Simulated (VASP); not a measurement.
# Se (Im-3m) in VASP: further runs

Se is run at these levels: PBE; tasks: single point, relaxation of cell and atoms.

Everything below comes from runs of VASP 6.6.1. Logs are shortened: lines on timing, memory, paths and dates and some standing lists are left out, and cuts for length are marked.

### Step 1. The cell of the first run

Symmetry: Im-3m, No. 229, cubic system. The conventional cell has a = 3.440 Å, b = 3.440 Å, c = 3.440 Å, α = 90.00°, β = 90.00°, γ = 90.00°. Se (site symmetry m-3m) has 14 Se at 2.98 to 3.44 Å within 3.9 Å.

This isn't the form of Se at room conditions, which is trigonal, of chains.

### Step 2. Single point, PBE

File INCAR:

```
PREC = Accurate
ENCUT = 500
EDIFF = 1E-6
ISMEAR = -1
SIGMA = 0.05
LREAL = False
LASPH = True
NELM = 120
ALGO = Normal
ISIF = 2
LWAVE = False
LCHARG = False
GGA = PE
NBANDS = 9
GGA_COMPAT = False
```

File KPOINTS:

```
regular mesh
0
Gamma
  18 18 18
```

File POSCAR:

```
Se
1.0
   -1.7201275450      1.7201275450      1.7201275450
    1.7201275450     -1.7201275450      1.7201275450
    1.7201275450      1.7201275450     -1.7201275450
Se
1
Direct
    0.0000000000      0.0000000000      0.0000000000
```

Potentials or basis: VASP PAW PBE potentials, release 64 (Se).

Run with:

```
$ cat potpaw_PBE.64/Se/POTCAR > POTCAR
$ mpirun -np 1 vasp_std > vasp.out
```

OUTCAR:

```text
PREC = Accurate
   ENCUT = 500
   EDIFF = 1E-6
   ISMEAR = -1
   LREAL = False
   LASPH = True
   NELM = 120
   ISIF = 2
   GGA = PE

 ion  position               nearest neighbor table
   1  0.000  0.000  0.000-

  LATTYP: Found a body centered cubic cell.
 ALAT       =     3.4402550900

  Lattice vectors:

 A1 = (  -1.7201275450,   1.7201275450,   1.7201275450)
 A2 = (   1.7201275450,  -1.7201275450,   1.7201275450)
 A3 = (   1.7201275450,   1.7201275450,  -1.7201275450)

Analysis of symmetry for initial positions (statically):
=====================================================================
 Subroutine PRICEL returns:
 Original cell was already a primitive cell.

 Routine SETGRP: Setting up the symmetry group for a
 body centered cubic supercell.

 Subroutine GETGRP returns: Found 48 space group operations
 (whereof 48 operations were pure point group operations)
 out of a pool of 48 trial point group operations.

The static configuration has the point symmetry O_h .

Analysis of symmetry for dynamics (positions and initial velocities):
=====================================================================
 Subroutine PRICEL returns:
 Original cell was already a primitive cell.

 Routine SETGRP: Setting up the symmetry group for a
 body centered cubic supercell.

 Subroutine GETGRP returns: Found 48 space group operations
 (whereof 48 operations were pure point group operations)
 out of a pool of 48 trial point group operations.

The dynamic configuration has the point symmetry O_h .

 Subroutine INISYM returns: Found 48 space group operations
 (whereof 48 operations are pure point group operations),
 and found     1 'primitive' translations

----------------------------------------------------------------------------------------

                                     Primitive cell

  volume of cell :      20.3583

  direct lattice vectors                    reciprocal lattice vectors
    -1.720127545  1.720127545  1.720127545     0.000000000  0.290676120  0.290676120
     1.720127545 -1.720127545  1.720127545     0.290676120  0.000000000  0.290676120
     1.720127545  1.720127545 -1.720127545     0.290676120  0.290676120  0.000000000

  length of vectors
     2.979348303  2.979348303  2.979348303     0.411078111  0.411078111  0.411078111

  position of ions in fractional coordinates (direct lattice)
     0.000000000  0.000000000  0.000000000

  ion indices of the primitive-cell ions
   primitive index   ion index
[... 76 lines left out ...]
   NSW    =      0    number of steps for IOM
   IBRION =     -1    ionic relax: 0-MD 1-quasi-New 2-CG
   NFREE  =      0    steps in history (QN), initial steepest desc. (CG)
   ISIF   =      2    stress and relaxation
   ISYM   =      2    0-nonsym 1-usesym 2-fastsym
   POTIM  = 0.5000    time-step for ionic-motion
   TEBEG  =    0.0;   TEEND  =   0.0 temperature during run
   PSTRESS=    0.0 pullay stress
   NELECT =       6.0000    total number of electrons
   NUPDOWN=      -1.0000    fix difference up-down
   EMIN   =  10.00;   EMAX   =-10.00  energy-range for DOS
   EFERMI =   0.00;   METHOD = LEGACY
   ISMEAR =    -1;   SIGMA  =   0.05  broadening in eV -4-tet -1-fermi 0-gaus
   EFERMI_NEDOS =   21; number of points for ismear=-14 and -15
   IALGO  =     38    algorithm
   IMIX   =      4    mixing-type and parameters
     AMIX     =   0.40;   BMIX     =  1.00
     AMIX_MAG =   1.60;   BMIX_MAG =  1.00
  volume/ion in A,a.u.               =      20.36       137.38
  Fermi-wavevector in a.u.,A,eV,Ry     =   1.089460  2.058781 16.149067  1.186923
  Thomas-Fermi vector in A             =   2.225664
   LORBIT       =      0    0 simple, 1 ext, 2 COOP (PROOUT), +10 PAW based schemes
   GGA     = PE    functional components
   LHFCALC =     F    Hartree Fock is set to
   AEXX    =    0.0000 exact exchange contribution
   IVDW    =     0    specifies the selected vdW correction
   LEPSILON=     F    determine dielectric tensor
   LRPA    =     F    only Hartree local field effects (RPA)
 non-spin polarized calculation
  energy-cutoff  :      500.00
  volume of cell :       20.36
 maximum number of plane-waves:       537
 NGX is ok and might be reduce to    24
   NGX = 11   NGY = 11   NGZ = 11

 number of electron       5.9999999 magnetization

 Free energy of the ion-electron system (eV)
  ---------------------------------------------------
  ext. energy  EPLUGINS =         0.00000000
  ---------------------------------------------------
  free energy    TOTEN  =        -2.92291286 eV

  energy without entropy =       -2.91760781  energy(sigma->0) =       -2.92026033

 E-fermi :   5.5389     XC(G=0): -10.5869

 val. band max:        5.5209564765   @ k =   0.1667   0.1111   0.1111
 cond. band min:       5.5512941159   @ k =   0.2778   0.0556   0.0556
 fundamental gap:      0.0303376394
 Fermi energy:         5.5388529655

 k-point     1 :       0.0000    0.0000    0.0000
  band No.  band energies     occupation
      1     -10.6155      2.00000
      2       8.4426      0.00000
      3       8.4426      0.00000
      4       8.4426      0.00000
      5      16.6025      0.00000
      6      17.8807      0.00000
      7      17.8807      0.00000
      8      17.8807      0.00000
      9      20.8990      0.00000
[... 265 lines left out ...]
 k-point    24 :       0.3889    0.1111    0.0000
  band No.  band energies     occupation
      1      -7.2819      2.00000
      2      -0.6142      2.00000
      3       4.6528      2.00000
      4       7.0358      0.00000
      5      13.3166      0.00000
      6      15.0761      0.00000
      7      20.6850      0.00000
      8      22.7925      0.00000
      9      25.1297      0.00000

 [... further k-points ...]

------------------------ aborting loop because EDIFF is reached ----------------------------------------

  FORCE on cell =-STRESS in cart. coord.  units (eV):
  Direction    XX          YY          ZZ          XY          YZ          ZX
  --------------------------------------------------------------------------------------
  -------------------------------------------------------------------------------------
  Total       -0.0072276     -0.0072276     -0.0072276      0.0000000      0.0000000     -0.0000000
  in kB       -0.5688032     -0.5688032     -0.5688032      0.0000000      0.0000000     -0.0000000
  external PRESSURE =      -0.5688032 kB  Pullay stress =       0.0000000 kB

 VOLUME and BASIS-vectors are now :
 -----------------------------------------------------------------------------
  energy-cutoff  :      500.00
  volume of cell :       20.36
      direct lattice vectors                 reciprocal lattice vectors
    -1.720127545  1.720127545  1.720127545     0.000000000  0.290676120  0.290676120
     1.720127545 -1.720127545  1.720127545     0.290676120  0.000000000  0.290676120
     1.720127545  1.720127545 -1.720127545     0.290676120  0.290676120  0.000000000

 POSITION                                       TOTAL-FORCE (eV/Angst)
 -----------------------------------------------------------------------------------
      0.00000      0.00000      0.00000        -0.000000      0.000000      0.000000
 -----------------------------------------------------------------------------------
    total drift:                                0.000000     -0.000000      0.000000

  FREE ENERGIE OF THE ION-ELECTRON SYSTEM (eV)
  ---------------------------------------------------
  free  energy   TOTEN  =        -2.9229128592 eV

  energy  without entropy=       -2.9176078064  energy(sigma->0) =       -2.92026033
```

Run time: 13 s. Hardware: 1 thread of Intel Xeon Platinum 8375C at 2.90GHz (Ice Lake), shared host; peak memory 0.16 GiB.

What came out:

| Item | Value |
| --- | --- |
| Free energy | -2.9229 eV |
| Pressure | -0.1 GPa |
| Band gap on the k mesh | zero (bands 3 and 4 overlap by 6.17 eV) |

Levels at points of the mesh, in eV from the Fermi level:
```
           k point  band 1  band 2  band 3  band 4  band 5  band 6
(0.00, 0.00, 0.00)  -16.15    2.90    2.90    2.90   11.06   12.34
(0.50, 0.00, 0.00)  -12.75   -6.66   -0.03    2.07    6.86    8.29
(0.50, 0.50, 0.50)  -10.41   -3.26   -3.26   -3.26    4.06    4.06
```

### Step 3. Relaxation of cell and atoms, PBE

This run uses another cell than the first one, of 21.00 Å³/atom.

File INCAR:

```
SYSTEM = Se
PREC = Accurate ; ENCUT = 500
EDIFF = 1E-7 ; ISMEAR = -1
SIGMA = 0.05 ; LREAL = .FALSE.
LASPH = .TRUE. ; NELM = 120
ALGO = Normal ; ISIF = 3
LWAVE = .FALSE. ; LCHARG = .FALSE.
GGA = PE ; IBRION = 2
NSW = 60 ; EDIFFG = -0.005
GGA_COMPAT = .FALSE. ; NELMIN = 4
```

File KPOINTS:

```
regular mesh
0
G
  18 18 18
  0 0 0
```

File POSCAR:

```
Se
1.0
   -1.7380133224      1.7380133224      1.7380133224
    1.7380133224     -1.7380133224      1.7380133224
    1.7380133224      1.7380133224     -1.7380133224
Se
1
Direct
    0.0000000000      0.0000000000      0.0000000000
```

Potentials or basis: VASP PAW PBE potentials, release 64 (Se).

Run with:

```
$ cat potpaw_PBE.64/Se/POTCAR > POTCAR
$ mpirun -np 1 vasp_std > vasp.out
```

Run time: 25 s. Hardware: 1 thread of Intel Xeon Platinum 8375C at 2.90GHz (Ice Lake), shared host; peak memory 0.16 GiB.

It converged, with:

| Item | Value |
| --- | --- |
| Free energy | -2.9229 eV |
| Relaxed volume | 20.35 Å³/atom |
| Relaxed cell | a = 2.979 Å, b = 2.979 Å, c = 2.979 Å, α = 109.47°, β = 109.47°, γ = 109.47° |
| Space group after relaxing (to 0.1 Å) | Im-3m (No. 229) |
| Energy gained by relaxing | 4.4 meV/atom |
| Ionic steps | 3 |
| Pressure after relaxing | 0.0 GPa |
| Band gap on the k mesh | zero (bands 3 and 4 overlap by 6.17 eV) |

The path:
| step | energy change (eV) | largest force (eV/Å) | pressure (GPa) | volume (Å³) |
| --- | --- | --- | --- | --- |
| 1 | 0.0000 | 0.0000 | -2.09 | 21.00 |
| 2 | -0.0041 | 0.0000 | 0.61 | 20.18 |
| 3 | -0.0044 | 0.0000 | 0.01 | 20.35 |

Final structure:
```cif
data_structure
_symmetry_space_group_name_H-M 'P 1'
_symmetry_Int_Tables_number 1
_cell_length_a 2.9788
_cell_length_b 2.9788
_cell_length_c 2.9788
_cell_angle_alpha 109.471
_cell_angle_beta 109.471
_cell_angle_gamma 109.471
_cell_volume 20.35
loop_
_atom_site_label
_atom_site_type_symbol
_atom_site_fract_x
_atom_site_fract_y
_atom_site_fract_z
_atom_site_occupancy
Se1 Se 0.00000 0.00000 0.00000 1
```

Levels at points of the mesh, in eV from the Fermi level:
| k point | band 1 | band 2 | band 3 | band 4 | band 5 | band 6 | band 7 |
| --- | --- | --- | --- | --- | --- | --- | --- |
| (0.00, 0.00, 0.00) | -16.16 | 2.91 | 2.91 | 2.91 | 11.07 | 12.34 | 12.34 |
| (0.50, 0.00, 0.00) | -12.75 | -6.67 | -0.03 | 2.07 | 6.86 | 8.29 | 17.32 |
| (0.50, 0.50, 0.50) | -10.41 | -3.26 | -3.26 | -3.26 | 4.06 | 4.06 | 22.54 |

The gap in the log of VASP goes by the Fermi energy; the results here count the filled bands.